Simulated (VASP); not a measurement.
Sb, 2 atoms in the cell. The structure is trigonal, space group R-3m (No. 166). The conventional cell has a = 4.308 Å, b = 4.308 Å, c = 11.274 Å, α = 90.00°, β = 90.00°, γ = 120.00°. Sb (site symmetry 3m) has 6 Sb at 2.91 to 3.35 Å within 3.8 Å. 

```yaml
Program: VASP 6.6.1
Task: vibrations by perturbation theory
Functional: LDA
Potentials_or_basis: VASP PAW LDA potentials, release 64 (Sb)
Cutoff: 520 eV
k_mesh: 6 × 6 × 6
Occupations: fermi-dirac, width 0.05 eV
Spin: no spin polarisation
Dipole_correction: no
Further_INCAR_settings: ALGO = Normal; EDIFF = 1e-08; IBRION = 8; NSW = 1
```

Potentials or basis: VASP PAW LDA potentials, release 64 (Sb).

Command:

```bash
$ cat potpaw_LDA.64/Sb/POTCAR > POTCAR
$ mpirun -np 1 vasp_std > vasp.out
```

Hardware: 1 thread of Intel(R) Xeon(R) Platinum 8259CL CPU @ 2.50GHz (Skylake/Cascade Lake) (shared host).

Q: Estimate the wall time of this run.

A: It took 97 s on 1 thread of Intel(R) Xeon(R) Platinum 8259CL CPU @ 2.50GHz (Skylake/Cascade Lake), with other jobs on the host, peak memory 0.29 GiB. Counts: scf iterations 33, k points 32.
